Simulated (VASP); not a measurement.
Set up this calculation in VASP 6.6.1, as the native input.

| Quantity | Value |
| --- | --- |
| Task | electric field gradients |
| Functional | PBEsol |
| Potentials or basis | VASP PAW PBE potentials, release 64 (Zr_sv) |
| Cutoff | 520 eV |
| k mesh | 13 × 13 × 7 |
| Occupations | fermi-dirac, width 0.08 eV |
| Spin | no spin polarisation |
| Dipole correction | no |
| Further INCAR settings | ALGO = Normal; EDIFF = 1e-08; NBANDS = 19 |

The structure of Zr lies in POSCAR:

```
Zr
1.0
    3.2319982225     -0.0323199822     -0.0323199822
   -1.6439890369      2.8151525567     -0.0118299345
   -0.0514700000     -0.0514700000      5.1470000000
Zr
2
Direct
    0.3333333333      0.6666666667      0.2500000000
    0.6666666667      0.3333333333      0.7500000000
```

This cell differs from its parent crystal: equal xy, yz and zx shear strains of -2 %.

The input as run:

INCAR

```
SYSTEM = Zr
  PREC = Accurate
  ENCUT = 520
  EDIFF = 1E-8
  ISMEAR = -1
  SIGMA = 0.08
  LREAL = .False.
  LASPH = .True.
  NELM = 60
  ALGO = Normal
  ISIF = 2
  LWAVE = .False.
  LCHARG = .False.
  GGA = PS
  LEFG = .True.
  NBANDS = 19
```

KPOINTS

```
Automatic mesh
0
Gamma
  13 13 7
  0 0 0
```

Potentials or basis: VASP PAW PBE potentials, release 64 (Zr_sv).

Run with:

```sh
$ cat potpaw_PBE.64/Zr_sv/POTCAR > POTCAR
$ mpirun -np 1 vasp_std > vasp.out
```

Results of the run:

```json
{
 "Pressure": "-3.2 GPa",
 "Largest force": "0.040 eV/Å",
 "Band gap on the k mesh": "zero (bands 12 and 13 overlap by 1.26 eV)",
 "Largest electric field gradient by atom": "Zr +42.7 V/Å²"
}
```

Caveat: the cell differs from its parent crystal (equal xy, yz and zx shear strains of -2 %); the cell stands under tension; without QUAD_EFG the Cq values of the log hold for a quadrupole moment of 1 mb, not for the nuclei; the PAW data sets were made with another functional, which shifts forces and pressure a little.

Run time: 9.1 min on 1 thread of Intel Xeon 8259CL, on a shared host, peak memory 0.5 GiB.
